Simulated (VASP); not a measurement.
# CsB (Pm-3m) in VASP: further runs, part 2 of 2

VASP 6.6.1.

### Step 4. Single point, PBE

INCAR

```
SYSTEM = CsB
  ALGO = Normal
  EDIFF = 1E-7
  ENCUT = 520
  GGA = PE
  ISIF = 2
  ISMEAR = 0
  LASPH = .True.
  LCHARG = .True.
  LELF = .True.
  LREAL = .False.
  LVHAR = .True.
  LWAVE = .False.
  NBANDS = 13
  NELM = 100
  PREC = Accurate
  SIGMA = 0.1
```

KPOINTS

```
k-points
0
Gamma
  14 14 14
  0 0 0
```

POSCAR

```
CsB
1.0
    4.0043220283      0.0000000000      0.0000000000
    0.0000000000      4.0043220283      0.0000000000
    0.0000000000      0.0000000000      4.0043220283
Cs B
1 1
Direct
    0.5000000000      0.5000000000      0.5000000000
    0.0000000000      0.0000000000      0.0000000000
```

Potentials or basis: VASP PAW PBE potentials, release 64 (Cs_sv, B).

On the command line:

```
$ cat potpaw_PBE.64/Cs_sv/POTCAR potpaw_PBE.64/B/POTCAR > POTCAR
$ mpirun -np 1 vasp_std > vasp.out
```

OUTCAR:

```text
SYSTEM = CsB
   EDIFF = 1E-7
   ENCUT = 520
   GGA = PE
   ISIF = 2
   ISMEAR = 0
   LASPH = .True.
   LREAL = .False.
   NELM = 100
   PREC = Accurate

 ion  position               nearest neighbor table
   1  0.500  0.500  0.500-
   2  0.000  0.000  0.000-

  LATTYP: Found a simple cubic cell.
 ALAT       =     4.0043220283

  Lattice vectors:

 A1 = (   4.0043220283,   0.0000000000,   0.0000000000)
 A2 = (   0.0000000000,   4.0043220283,   0.0000000000)
 A3 = (   0.0000000000,   0.0000000000,   4.0043220283)

Analysis of symmetry for initial positions (statically):
=====================================================================
 Subroutine PRICEL returns:
 Original cell was already a primitive cell.

 Routine SETGRP: Setting up the symmetry group for a
 simple cubic supercell.

 Subroutine GETGRP returns: Found 48 space group operations
 (whereof 48 operations were pure point group operations)
 out of a pool of 48 trial point group operations.

The static configuration has the point symmetry O_h .

Analysis of symmetry for dynamics (positions and initial velocities):
=====================================================================
 Subroutine PRICEL returns:
 Original cell was already a primitive cell.

 Routine SETGRP: Setting up the symmetry group for a
 simple cubic supercell.

 Subroutine GETGRP returns: Found 48 space group operations
 (whereof 48 operations were pure point group operations)
 out of a pool of 48 trial point group operations.

The dynamic configuration has the point symmetry O_h .

 Subroutine INISYM returns: Found 48 space group operations
 (whereof 48 operations are pure point group operations),
 and found     1 'primitive' translations

----------------------------------------------------------------------------------------

                                     Primitive cell

[... 112 lines left out ...]
  Fermi-wavevector in a.u.,A,eV,Ry     =   0.935994  1.768772 11.919849  0.876084
  Thomas-Fermi vector in A             =   2.062958
   LORBIT       =      0    0 simple, 1 ext, 2 COOP (PROOUT), +10 PAW based schemes
   GGA     = PE    functional components
   LHFCALC =     F    Hartree Fock is set to
   AEXX    =    0.0000 exact exchange contribution
   IVDW    =     0    specifies the selected vdW correction
   LEPSILON=     F    determine dielectric tensor
   LRPA    =     F    only Hartree local field effects (RPA)
 non-spin polarized calculation
 Gauss-broadening in eV      SIGMA  =   0.10
  energy-cutoff  :      520.00
  volume of cell :       64.21
 maximum number of plane-waves:      1759
 NGX is ok and might be reduce to    30
   NGX = 15   NGY = 15   NGZ = 15

 number of electron      12.0000001 magnetization

 Free energy of the ion-electron system (eV)
  ---------------------------------------------------
  ext. energy  EPLUGINS =         0.00000000
  ---------------------------------------------------
  free energy    TOTEN  =        -3.51711755 eV

  energy without entropy =       -3.50468239  energy(sigma->0) =       -3.51089997

 E-fermi :   1.7229     XC(G=0):  -8.3869

 val. band max:        1.7199869653   @ k =   0.5000   0.4286   0.2857
 cond. band min:       1.7325446282   @ k =   0.5000   0.2143   0.2143
 fundamental gap:      0.0125576630
 Fermi energy:         1.7229267541

 k-point     1 :       0.0000    0.0000    0.0000
  band No.  band energies     occupation
      1     -20.2123      2.00000
      2      -6.5968      2.00000
      3      -6.5968      2.00000
      4      -6.5968      2.00000
      5      -4.2072      2.00000
      6       3.3218      0.00000
      7       3.3218      0.00000
      8       3.3218      0.00000
      9       4.3413      0.00000
     10       4.3413      0.00000
     11       7.1577      0.00000
     12       9.7158      0.00000
     13       9.7158      0.00000
[... 354 lines left out ...]
  band No.  band energies     occupation
      1     -20.0892      2.00000
      2      -7.6408      2.00000
      3      -6.9747      2.00000
      4      -6.4293      2.00000
      5      -3.1167      2.00000
      6       1.3505      2.00000
      7       2.4779      0.00000
      8       2.9771      0.00000
      9       5.7184      0.00000
     10       7.6444      0.00000
     11       8.0326      0.00000
     12       8.3109      0.00000
     13       9.3698      0.00000

 [... further k-points ...]
[... 5 lines left out ...]
  --------------------------------------------------------------------------------------
  -------------------------------------------------------------------------------------
  Total        0.0327164      0.0327164      0.0327164     -0.0000000      0.0000000      0.0000000
  in kB        0.8163734      0.8163734      0.8163734     -0.0000000      0.0000000      0.0000000
  external PRESSURE =       0.8163734 kB  Pullay stress =       0.0000000 kB

 VOLUME and BASIS-vectors are now :
 -----------------------------------------------------------------------------
  energy-cutoff  :      520.00
  volume of cell :       64.21
      direct lattice vectors                 reciprocal lattice vectors
     4.004322028  0.000000000  0.000000000     0.249730165  0.000000000  0.000000000
     0.000000000  4.004322028  0.000000000     0.000000000  0.249730165  0.000000000
     0.000000000  0.000000000  4.004322028     0.000000000  0.000000000  0.249730165

 POSITION                                       TOTAL-FORCE (eV/Angst)
 -----------------------------------------------------------------------------------
      2.00216      2.00216      2.00216         0.000000      0.000000      0.000000
      0.00000      0.00000      0.00000         0.000000      0.000000      0.000000
 -----------------------------------------------------------------------------------
    total drift:                                0.000000      0.000000     -0.000000

  FREE ENERGIE OF THE ION-ELECTRON SYSTEM (eV)
  ---------------------------------------------------
  free  energy   TOTEN  =        -3.5171175483 eV

  energy  without entropy=       -3.5046823889  energy(sigma->0) =       -3.51089997
```

OSZICAR:

```text
N       E                     dE             d eps       ncg     rms          rms(c)
DAV:   1     0.551718354994E+02    0.55172E+02   -0.49879E+03  3120   0.772E+02
DAV:   2     0.325005238770E+00   -0.54847E+02   -0.52585E+02  4175   0.128E+02
DAV:   3    -0.358212539608E+01   -0.39071E+01   -0.38833E+01  3985   0.371E+01
DAV:   4    -0.361522408570E+01   -0.33099E-01   -0.33091E-01  3585   0.393E+00
DAV:   5    -0.361538975432E+01   -0.16567E-03   -0.16566E-03  3950   0.289E-01    0.930E-01
DAV:   6    -0.352877820216E+01    0.86612E-01   -0.98407E-02  3760   0.160E+00    0.411E-01
DAV:   7    -0.351610211768E+01    0.12676E-01   -0.59524E-02  4076   0.118E+00    0.230E-01
DAV:   8    -0.351736415561E+01   -0.12620E-02   -0.44849E-03  3400   0.436E-01    0.676E-02
DAV:   9    -0.351711068171E+01    0.25347E-03   -0.51686E-04  3955   0.125E-01    0.223E-02
DAV:  10    -0.351711894720E+01   -0.82655E-05   -0.76811E-05  3595   0.504E-02    0.531E-03
DAV:  11    -0.351711800390E+01    0.94330E-06   -0.39994E-06  3968   0.110E-02    0.220E-03
DAV:  12    -0.351711751091E+01    0.49300E-06   -0.54297E-07  3635   0.453E-03    0.373E-04
DAV:  13    -0.351711754833E+01   -0.37424E-07   -0.70038E-09  2240   0.530E-04
   1 F= -.35171175E+01 E0= -.35109000E+01  d E =-.124352E-01
```

stdout:

```text
POSCAR found type information on POSCAR CsB
 POSCAR found :  2 types and       2 ions
 scaLAPACK will be used
 LDA part: xc-table for (Slater+PW92), standard interpolation
 POSCAR, INCAR and KPOINTS ok, starting setup
 FFT: planning ... GRIDC
 FFT: planning ... GRID_SOFT
 FFT: planning ... GRID
 WAVECAR not read
 entering main loop
```

Run time: 55 s. Hardware: 1 thread of Intel Xeon Platinum 8124M at 3.00GHz (Skylake/Cascade Lake), shared host; peak memory 0.24 GiB.

Results:

```yaml
Free_energy: -3.5171 eV
Pressure: 0.1 GPa
Band_gap_on_the_k_mesh: zero (band 6 reaches 3.32 eV, above the bottom of band 7 at 0.69 eV)
```

Levels at points of the mesh, in eV from the Fermi level:
| k point | band 3 | band 4 | band 5 | band 6 | band 7 | band 8 | band 9 | band 10 |
| --- | --- | --- | --- | --- | --- | --- | --- | --- |
| (0.00, 0.00, 0.00) | -8.32 | -8.32 | -5.93 | 1.60 | 1.60 | 1.60 | 2.62 | 2.62 |
| (0.50, 0.00, 0.00) | -8.17 | -8.17 | -4.49 | -1.16 | 0.99 | 0.99 | 3.63 | 6.80 |
| (0.50, 0.50, 0.00) | -9.28 | -8.06 | -5.27 | 0.47 | 0.47 | 1.65 | 3.39 | 4.91 |
| (0.50, 0.50, 0.50) | -9.03 | -9.03 | -4.57 | -1.03 | -1.03 | -1.03 | 7.81 | 7.81 |

Caveat: spin-orbit coupling is left out, which moves the levels of the heavy elements.
